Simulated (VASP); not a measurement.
# BeTe (gwk) (F-43m) in VASP: single point with PBE

Aim: the single point of BeTe (gwk) with PBE.

Program: VASP 6.6.1. These are calculated values, not measurements. Logs are shortened: lines on timing, memory, paths and dates and some standing lists are left out, and cuts for length are marked.

**1. The cell of the first run**

It takes space group F-43m (No. 216, cubic). Conventional cell: a = 5.605 Å, b = 5.605 Å, c = 5.605 Å, α = 90.00°, β = 90.00°, γ = 90.00°. Be (site symmetry -43m) has 4 Te at 2.43 Å within 3.2 Å. Te (site symmetry -43m) has 4 Be at 2.43 Å within 3.2 Å.

**2. Single point, PBE**

INCAR reads:

```
PREC = Accurate
ENCUT = 600
EDIFF = 1E-6
ISMEAR = 0
SIGMA = 0.01
LREAL = F
LASPH = T
NELM = 120
ALGO = Normal
ISIF = 2
LWAVE = F
LCHARG = T
GGA = PE
LELF = T
LVHAR = T
NBANDS = 11
GGA_COMPAT = F
```

KPOINTS reads:

```
Automatic mesh
0
Gamma
  6 6 6
```

POSCAR reads:

```
BeTe
1.0
    0.0000000000      2.8023799469      2.8023799469
    2.8023799469      0.0000000000      2.8023799469
    2.8023799469      2.8023799469      0.0000000000
Be Te
1 1
Direct
    0.0000000000      0.0000000000      0.0000000000
    0.2500000000      0.2500000000      0.2500000000
```

Potentials or basis: VASP PAW PBE potentials, release 64 (Be, Te).

Started as:

```sh
$ cat potpaw_PBE.64/Be/POTCAR potpaw_PBE.64/Te/POTCAR > POTCAR
$ mpirun -np 1 vasp_std > vasp.out
```

OUTCAR:

```text
PREC = Accurate
   ENCUT = 600
   EDIFF = 1E-6
   ISMEAR = 0
   LREAL = F
   LASPH = T
   NELM = 120
   ISIF = 2
   GGA = PE

 ion  position               nearest neighbor table
   1  0.000  0.000  0.000-   2 2.43   2 2.43   2 2.43   2 2.43
   2  0.250  0.250  0.250-   1 2.43   1 2.43   1 2.43   1 2.43

  LATTYP: Found a face centered cubic cell.
 ALAT       =     5.6047598938

  Lattice vectors:

 A1 = (   0.0000000000,   2.8023799469,   2.8023799469)
 A2 = (   2.8023799469,   0.0000000000,   2.8023799469)
 A3 = (   2.8023799469,   2.8023799469,   0.0000000000)

Analysis of symmetry for initial positions (statically):
=====================================================================
 Subroutine PRICEL returns:
 Original cell was already a primitive cell.

 Routine SETGRP: Setting up the symmetry group for a
 face centered cubic supercell.

 Subroutine GETGRP returns: Found 24 space group operations
 (whereof 24 operations were pure point group operations)
 out of a pool of 48 trial point group operations.

The static configuration has the point symmetry T_d .

Analysis of symmetry for dynamics (positions and initial velocities):
=====================================================================
 Subroutine PRICEL returns:
 Original cell was already a primitive cell.

 Routine SETGRP: Setting up the symmetry group for a
 face centered cubic supercell.

 Subroutine GETGRP returns: Found 24 space group operations
 (whereof 24 operations were pure point group operations)
 out of a pool of 48 trial point group operations.

The dynamic configuration has the point symmetry T_d .

 Subroutine INISYM returns: Found 24 space group operations
 (whereof 24 operations are pure point group operations),
 and found     1 'primitive' translations

----------------------------------------------------------------------------------------

                                     Primitive cell

  volume of cell :      44.0160

  direct lattice vectors                    reciprocal lattice vectors
     0.000000000  2.802379947  2.802379947    -0.178419775  0.178419775  0.178419775
     2.802379947  0.000000000  2.802379947     0.178419775 -0.178419775  0.178419775
     2.802379947  2.802379947  0.000000000     0.178419775  0.178419775 -0.178419775

  length of vectors
     3.963163728  3.963163728  3.963163728     0.309032116  0.309032116  0.309032116

  position of ions in fractional coordinates (direct lattice)
     0.000000000  0.000000000  0.000000000
     0.250000000  0.250000000  0.250000000

[... 75 lines left out ...]
   POTIM  = 0.5000    time-step for ionic-motion
   TEBEG  =    0.0;   TEEND  =   0.0 temperature during run
   PSTRESS=    0.0 pullay stress
   NELECT =       8.0000    total number of electrons
   NUPDOWN=      -1.0000    fix difference up-down
   EMIN   =  10.00;   EMAX   =-10.00  energy-range for DOS
   EFERMI =   0.00;   METHOD = LEGACY
   ISMEAR =     0;   SIGMA  =   0.01  broadening in eV -4-tet -1-fermi 0-gaus
   EFERMI_NEDOS =   21; number of points for ismear=-14 and -15
   IALGO  =     38    algorithm
   IMIX   =      4    mixing-type and parameters
     AMIX     =   0.40;   BMIX     =  1.00
     AMIX_MAG =   1.60;   BMIX_MAG =  1.00
  volume/ion in A,a.u.               =      22.01       148.52
  Fermi-wavevector in a.u.,A,eV,Ry     =   0.927330  1.752400 11.700216  0.859942
  Thomas-Fermi vector in A             =   2.053389
   LORBIT       =      0    0 simple, 1 ext, 2 COOP (PROOUT), +10 PAW based schemes
   GGA     = PE    functional components
   LHFCALC =     F    Hartree Fock is set to
   AEXX    =    0.0000 exact exchange contribution
   IVDW    =     0    specifies the selected vdW correction
   LEPSILON=     F    determine dielectric tensor
   LRPA    =     F    only Hartree local field effects (RPA)
 non-spin polarized calculation
 Gauss-broadening in eV      SIGMA  =   0.01
  energy-cutoff  :      600.00
  volume of cell :       44.02
 maximum number of plane-waves:      1484
   NGX = 15   NGY = 15   NGZ = 15

 number of electron       8.0000000 magnetization

 Free energy of the ion-electron system (eV)
  ---------------------------------------------------
  ext. energy  EPLUGINS =         0.00000000
  ---------------------------------------------------
  free energy    TOTEN  =        -7.60915340 eV

  energy without entropy =       -7.60915340  energy(sigma->0) =       -7.60915340

 E-fermi :   5.3090     XC(G=0):  -9.1139

 val. band max:        5.2628220408   @ k =   0.0000   0.0000   0.0000
 cond. band min:       7.1992272673   @ k =   0.5000   0.5000   0.0000
 fundamental gap:      1.9364052265
 Fermi energy:         5.3090225316

 k-point     1 :       0.0000    0.0000    0.0000
  band No.  band energies     occupation
      1      -7.1312      2.00000
      2       5.2628      2.00000
      3       5.2628      2.00000
      4       5.2628      2.00000
      5       8.8586      0.00000
      6       8.8586      0.00000
      7       8.8586      0.00000
      8       9.1912      0.00000
      9      13.6002      0.00000
     10      15.5366      0.00000
     11      15.5366      0.00000
[... 197 lines left out ...]
 k-point    16 :      -0.3333    0.5000    0.1667
  band No.  band energies     occupation
      1      -5.2157      2.00000
      2       0.4094      2.00000
      3       1.8087      2.00000
      4       2.1105      2.00000
      5       8.9682      0.00000
      6       9.5298      0.00000
      7      12.6480      0.00000
      8      12.9252      0.00000
      9      16.2564      0.00000
     10      17.1558      0.00000
     11      18.1713      0.00000

------------------------ aborting loop because EDIFF is reached ----------------------------------------

  FORCE on cell =-STRESS in cart. coord.  units (eV):
  Direction    XX          YY          ZZ          XY          YZ          ZX
  --------------------------------------------------------------------------------------
  -------------------------------------------------------------------------------------
  Total        0.5741374      0.5741374      0.5741374     -0.0000000     -0.0000000      0.0000000
  in kB       20.8985114     20.8985114     20.8985114     -0.0000000     -0.0000000      0.0000000
  external PRESSURE =      20.8985114 kB  Pullay stress =       0.0000000 kB

 VOLUME and BASIS-vectors are now :
 -----------------------------------------------------------------------------
  energy-cutoff  :      600.00
  volume of cell :       44.02
      direct lattice vectors                 reciprocal lattice vectors
     0.000000000  2.802379947  2.802379947    -0.178419775  0.178419775  0.178419775
     2.802379947  0.000000000  2.802379947     0.178419775 -0.178419775  0.178419775
     2.802379947  2.802379947  0.000000000     0.178419775  0.178419775 -0.178419775

 POSITION                                       TOTAL-FORCE (eV/Angst)
 -----------------------------------------------------------------------------------
      0.00000      0.00000      0.00000        -0.000000     -0.000000     -0.000000
      1.40119      1.40119      1.40119         0.000000      0.000000      0.000000
 -----------------------------------------------------------------------------------
    total drift:                                0.000000      0.000000      0.000000

  FREE ENERGIE OF THE ION-ELECTRON SYSTEM (eV)
  ---------------------------------------------------
  free  energy   TOTEN  =        -7.6091534046 eV

  energy  without entropy=       -7.6091534046  energy(sigma->0) =       -7.60915340
```

It used 16 s of CPU time on 1 thread of AMD EPYC 7R13 Processor (Zen 3) (shared host).

Results:

| Property | Result |
| --- | --- |
| Free energy | -7.6092 eV |
| Pressure | 2.1 GPa |
| Band gap on the k mesh | 1.94 eV, indirect (least direct gap 3.60 eV) |

Levels at points of the mesh, in eV from the valence-band top:
```tsv
k point	band 1	band 2	band 3	band 4	band 5	band 6	band 7	band 8
(0.00, 0.00, 0.00)	-12.39	0.00	0.00	0.00	3.60	3.60	3.60	3.93
(0.50, 0.00, 0.00)	-11.01	-5.64	-1.16	-1.16	3.11	4.58	4.58	7.81
(0.50, 0.50, 0.00)	-10.51	-5.19	-2.70	-2.70	1.94	2.64	9.80	9.80
```

Caveat: spin-orbit coupling is left out, which moves the levels of the heavy elements. A k mesh can miss the band edges.
